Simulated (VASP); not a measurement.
# AlRu (Pm-3m) in VASP: vibrations by perturbation theory with PBE

Aim: the vibrations by perturbation theory of AlRu with PBE.

Everything below comes from runs of VASP 6.6.1. Logs are shortened: lines on timing, memory, paths and dates and some standing lists are left out, and cuts for length are marked.

**1. The cell of the first run**

The structure is cubic, space group Pm-3m (No. 221). The conventional cell has a = 3.006 Å, b = 3.006 Å, c = 3.006 Å, α = 90.00°, β = 90.00°, γ = 90.00°. Within 3.4 Å of Al (site symmetry m-3m) lie 8 Ru at 2.60 Å and 6 Al at 3.01 Å. Within 3.4 Å of Ru (site symmetry m-3m) lie 8 Al at 2.60 Å and 6 Ru at 3.01 Å.

**2. Vibrations by perturbation theory, PBE**

Input file INCAR:

```
SYSTEM = AlRu
  ALGO = Normal
  EDIFF = 1E-8
  ENCUT = 520
  GGA = PE
  IBRION = 8
  ISIF = 2
  ISMEAR = -1
  LASPH = .TRUE.
  LCHARG = .TRUE.
  LREAL = .FALSE.
  LWAVE = .FALSE.
  NELM = 80
  NSW = 1
  PREC = Accurate
  SIGMA = 0.15
```

Input file KPOINTS:

```
k-points
0
G
  20 20 20
  0 0 0
```

Input file POSCAR:

```
AlRu
1.0
    3.0060134802      0.0000000000      0.0000000000
    0.0000000000      3.0060134802      0.0000000000
    0.0000000000      0.0000000000      3.0060134802
Al Ru
1 1
Direct
    0.0000000000      0.0000000000      0.0000000000
    0.5000000000      0.5000000000      0.5000000000
```

Potentials or basis: VASP PAW PBE potentials, release 64 (Al, Ru_pv).

Launch:

```bash
$ cat potpaw_PBE.64/Al/POTCAR potpaw_PBE.64/Ru_pv/POTCAR > POTCAR
$ mpirun -np 1 vasp_std > vasp.out
```

OUTCAR:

```text
SYSTEM = AlRu
   EDIFF = 1E-8
   ENCUT = 520
   GGA = PE
   IBRION = 8
   ISIF = 2
   ISMEAR = -1
   LASPH = .TRUE.
   LREAL = .FALSE.
   NELM = 80
   NSW = 1
   PREC = Accurate

 ion  position               nearest neighbor table
   1  0.000  0.000  0.000-   2 2.60   2 2.60   2 2.60   2 2.60   2 2.60   2 2.60   2 2.60   2 2.60

   2  0.500  0.500  0.500-   1 2.60   1 2.60   1 2.60   1 2.60   1 2.60   1 2.60   1 2.60   1 2.60

  LATTYP: Found a simple cubic cell.
 ALAT       =     3.0060134802

  Lattice vectors:

 A1 = (   3.0060134802,   0.0000000000,   0.0000000000)
 A2 = (   0.0000000000,   3.0060134802,   0.0000000000)
 A3 = (   0.0000000000,   0.0000000000,   3.0060134802)

Analysis of symmetry for initial positions (statically):
=====================================================================
 Subroutine PRICEL returns:
 Original cell was already a primitive cell.

 Routine SETGRP: Setting up the symmetry group for a
 simple cubic supercell.

 Subroutine GETGRP returns: Found 48 space group operations
 (whereof 48 operations were pure point group operations)
 out of a pool of 48 trial point group operations.

The static configuration has the point symmetry O_h .

Analysis of symmetry for dynamics (positions and initial velocities):
=====================================================================
 Subroutine PRICEL returns:
 Original cell was already a primitive cell.

 Routine SETGRP: Setting up the symmetry group for a
 simple cubic supercell.

 Subroutine GETGRP returns: Found 48 space group operations
 (whereof 48 operations were pure point group operations)
 out of a pool of 48 trial point group operations.

The dynamic configuration has the point symmetry O_h .

 Subroutine INISYM returns: Found 48 space group operations
 (whereof 48 operations are pure point group operations),
 and found     1 'primitive' translations

----------------------------------------------------------------------------------------

                                     Primitive cell

  volume of cell :      27.1627

  direct lattice vectors                    reciprocal lattice vectors
     3.006013480  0.000000000  0.000000000     0.332666506  0.000000000  0.000000000
     0.000000000  3.006013480  0.000000000     0.000000000  0.332666506  0.000000000
     0.000000000  0.000000000  3.006013480     0.000000000  0.000000000  0.332666506

  length of vectors
     3.006013480  3.006013480  3.006013480     0.332666506  0.332666506  0.332666506

  position of ions in fractional coordinates (direct lattice)
     0.000000000  0.000000000  0.000000000
     0.500000000  0.500000000  0.500000000

  ion indices of the primitive-cell ions
   primitive index   ion index
                 1           1
                 2           2

----------------------------------------------------------------------------------------

 KPOINTS: k-points

Automatic generation of k-mesh.
 Grid dimensions read from file:
 generate k-points for:   20   20   20

 Generating k-lattice:

  Cartesian coordinates                     Fractional coordinates (reciprocal lattice)
     0.016633325  0.000000000  0.000000000     0.050000000  0.000000000  0.000000000
     0.000000000  0.016633325  0.000000000     0.000000000  0.050000000  0.000000000
     0.000000000  0.000000000  0.016633325     0.000000000  0.000000000  0.050000000

  Length of vectors
[... 85 lines left out ...]
   LRPA    =     F    only Hartree local field effects (RPA)
 non-spin polarized calculation
  energy-cutoff  :      520.00
  volume of cell :       27.16
 maximum number of plane-waves:       743
 NGX is ok and might be reduce to    24
   NGX = 11   NGY = 11   NGZ = 11

--------------------------------------- Ionic step        1  -------------------------------------------

 number of electron      16.9999996 magnetization

 Free energy of the ion-electron system (eV)
  ---------------------------------------------------
  ext. energy  EPLUGINS =         0.00000000
  ---------------------------------------------------
  free energy    TOTEN  =       -14.31778299 eV

  energy without entropy =      -14.20319473  energy(sigma->0) =      -14.26048886

 E-fermi :  10.5504     XC(G=0): -12.4925

 val. band max:       10.5503765458   @ k =   0.5000   0.1000   0.1000
 cond. band min:      10.5514442456   @ k =   0.1000   0.1000   0.0000
 fundamental gap:      0.0010676999
 Fermi energy:        10.5504157300

 k-point     1 :       0.0000    0.0000    0.0000
  band No.  band energies     occupation
      1     -31.2471      2.00000
      2     -31.2471      2.00000
      3     -31.2471      2.00000
      4       0.9242      2.00000
      5       7.0275      2.00000
      6       7.0275      2.00000
      7      10.6887      0.56912
      8      10.6887      0.56912
      9      10.6887      0.56912
     10      16.5233      0.00000
     11      16.5233      0.00000
     12      16.5233      0.00000
[... 331 lines left out ...]
 k-point    24 :       0.2000    0.1000    0.0000
  band No.  band energies     occupation
      1     -31.3142      2.00000
      2     -31.2601      2.00000
      3     -31.2396      2.00000
      4       1.8418      2.00000
      5       7.2314      2.00000
      6       7.3431      2.00000
      7       9.6921      1.99347
      8       9.9734      1.95820
      9      10.5743      0.92039
     10      14.4414      0.00000
     11      16.8504      0.00000
     12      18.1921      0.00000

 [... further k-points ...]

------------------------ aborting loop because EDIFF is reached ----------------------------------------

  FORCE on cell =-STRESS in cart. coord.  units (eV):
  Direction    XX          YY          ZZ          XY          YZ          ZX
  --------------------------------------------------------------------------------------
  -------------------------------------------------------------------------------------
  Total       -0.0064804     -0.0064804     -0.0064804      0.0000000      0.0000000     -0.0000000
  in kB       -0.3822430     -0.3822430     -0.3822430      0.0000000      0.0000000     -0.0000000
  external PRESSURE =      -0.3822430 kB  Pullay stress =       0.0000000 kB

 VOLUME and BASIS-vectors are now :
 -----------------------------------------------------------------------------
  energy-cutoff  :      520.00
  volume of cell :       27.16
      direct lattice vectors                 reciprocal lattice vectors
     3.006013480  0.000000000  0.000000000     0.332666506  0.000000000  0.000000000
     0.000000000  3.006013480  0.000000000     0.000000000  0.332666506  0.000000000
     0.000000000  0.000000000  3.006013480     0.000000000  0.000000000  0.332666506

 POSITION                                       TOTAL-FORCE (eV/Angst)
 -----------------------------------------------------------------------------------
      0.00000      0.00000      0.00000         0.000000      0.000000      0.000000
      1.50301      1.50301      1.50301         0.000000      0.000000      0.000000
 -----------------------------------------------------------------------------------
    total drift:                                0.000000     -0.000000     -0.000000

  FREE ENERGIE OF THE ION-ELECTRON SYSTEM (eV)
  ---------------------------------------------------
  free  energy   TOTEN  =       -14.3177829858 eV

  energy  without entropy=      -14.2031947271  energy(sigma->0) =      -14.26048886

[... ionic steps 2 to 3 ...]

--------------------------------------- Ionic step        4  -------------------------------------------

------------------------ aborting loop because EDIFF is reached ----------------------------------------

[... ionic steps 5 to 6 ...]

--------------------------------------- Ionic step        7  -------------------------------------------

 Free energy of the ion-electron system (eV)
  ---------------------------------------------------
  ---------------------------------------------------
  free energy    TOTEN  =        -0.65114465 eV

  energy without entropy =       -0.65114465

------------------------ aborting loop because EDIFF is reached ----------------------------------------

 INTERNAL STRAIN TENSOR  FOR ION    2  DIRECTION 1   (eV/Angst):
 -----------------------------------------------------------------------------
     0.05377 -0.00000  0.00000
     0.00000 -0.00470  0.00000
    -0.00000  0.00000 -0.00470

 INTERNAL STRAIN TENSOR FOR ION    2 for displacements in x,y,z  (eV/Angst):
          X           Y           Z          XY          YZ          ZX
  --------------------------------------------------------------------------------
  x     0.00000     0.00000     0.00000     0.00000     0.00000     0.00000
  y     0.00000     0.00000     0.00000     0.00000     0.00000     0.00000
  z     0.00000     0.00000     0.00000     0.00000     0.00000     0.00000

 SECOND DERIVATIVES (NOT SYMMETRIZED)
 ------------------------------------
               1X          1Y          1Z          2X          2Y          2Z
  1X    -7.381589    0.000000    0.000000    7.381589   -0.000000   -0.000000
  1Y     0.000000   -7.381589   -0.000000   -0.000000    7.381589    0.000000
  1Z     0.000000    0.000000   -7.381589   -0.000000   -0.000000    7.381589
  2X     7.377306    0.000000    0.000000   -7.377306   -0.000000    0.000000
  2Y     0.000000    7.377306    0.000000    0.000000   -7.377306   -0.000000
  2Z     0.000000    0.000000    7.377306   -0.000000    0.000000   -7.377306

 Eigenvectors and eigenvalues of the dynamical matrix
 ----------------------------------------------------

   1 f  =    9.203445 THz    57.826952 2PiTHz  306.993889 cm-1    38.062374 meV
             X         Y         Z           dx          dy          dz
      0.000000  0.000000  0.000000     0.888477    0.000000   -0.000000
      1.503007  1.503007  1.503007    -0.458921    0.000000    0.000000
[... 21 lines left out ...]
   6 f/i=    0.001089 THz     0.006842 2PiTHz    0.036325 cm-1     0.004504 meV
             X         Y         Z           dx          dy          dz
      0.000000  0.000000  0.000000    -0.324506   -0.324506   -0.000000
      1.503007  1.503007  1.503007    -0.628248   -0.628248    0.000000

--------------------------------------------------------------------------------------------------------

 ELASTIC MODULI CONTR FROM IONIC RELAXATION (kBar)
 Direction    XX          YY          ZZ          XY          YZ          ZX
 --------------------------------------------------------------------------------
 XX           0.0000      0.0000      0.0000      0.0000      0.0000      0.0000
 YY           0.0000      0.0000      0.0000      0.0000      0.0000      0.0000
 ZZ           0.0000      0.0000      0.0000      0.0000      0.0000      0.0000
 XY           0.0000      0.0000      0.0000      0.0000      0.0000      0.0000
 YZ           0.0000      0.0000      0.0000      0.0000      0.0000      0.0000
 ZX           0.0000      0.0000      0.0000      0.0000      0.0000      0.0000
 --------------------------------------------------------------------------------
```

It took 3 min on 1 thread of Intel Xeon 6975P-C (Granite Rapids), shared host; peak memory 0.59 GiB.

Results:

```
Highest phonon frequency at Γ : 307 cm⁻¹
```

Phonon frequencies in cm⁻¹ (negative: imaginary):
| q point | frequencies |
| --- | --- |
| (0.000, 0.000, 0.000) | 0 0 0 307 307 307 |
